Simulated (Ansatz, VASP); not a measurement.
**One calculation of Ag, two programs**

The input INCAR:

```
SYSTEM = Ag
PREC = Accurate
ENCUT = 600
EDIFF = 1E-6
ISMEAR = -1
SIGMA = 0.15
LREAL = .False.
LASPH = .True.
NELM = 60
ALGO = Normal
ISIF = 3
LWAVE = .False.
LCHARG = .False.
GGA = PE
IBRION = 2
NSW = 80
EDIFFG = -0.001
```

Contents of KPOINTS:

```
Automatic mesh
0
Gamma
  20 20 20
  0 0 0
```

Contents of POSCAR:

```
Ag
1.0
    0.0000000000      2.0735956984      2.0735956984
    2.0735956984      0.0000000000      2.0735956984
    2.0735956984      2.0735956984      0.0000000000
Ag
1
Direct
    0.0000000000      0.0000000000      0.0000000000
```

Input for Ansatz:

```yaml
crystal:
  lattice:
    - [0.0, 2.0735956984, 2.0735956984]
    - [2.0735956984, 0.0, 2.0735956984]
    - [2.0735956984, 2.0735956984, 0.0]
  atoms:
    - { symbol: Ag, position: [0.0, 0.0, 0.0] }
basis:
  ecutwfc: 420
kpoints:
  mp_grid: { grid: [20, 20, 20] }
hamiltonian:
  xc: pbe
scf:
  occupations: { method: fermi_dirac, width: 0.15 }
output:
  forces: true
  stress: true
  eigenvalues: true
relax:
  adjacent_minimum: "off"
  f_tol: 0.001
  max_steps: 60
  cell: { stress_tol: 0.01 }
```

Alike in both runs: task relaxation of cell and atoms; functional PBE; k mesh 20 × 20 × 20; occupations fermi-dirac, width 0.15 eV; no spin polarisation.

```csv
,VASP,Ansatz
version,VASP 6.6.1,Ansatz 0.2.0
potentials or method,"VASP PAW PBE potentials, release 64 (Ag), cutoff 600 eV","scalar-relativistic, plane waves, PAW"
valence electrons in the cell,11,19
```

|  | VASP | Ansatz | Ansatz less VASP |
| --- | --- | --- | --- |
| gap on the k mesh at the Fermi level, each at its own relaxed structure (eV) | none | none | - |
| relaxed volume (Å³/atom) | 17.82 | 17.85 | +0.029 |
| relaxed cell length with the largest relative difference (Å) | 2.932 | 2.933 | +0.0016 |

A gap of «none» marks a metal or a gap that the smearing closes. VASP's potentials hold 11 valence electrons a cell and Ansatz's 19, so a difference there can come from the potentials and not from the codes.
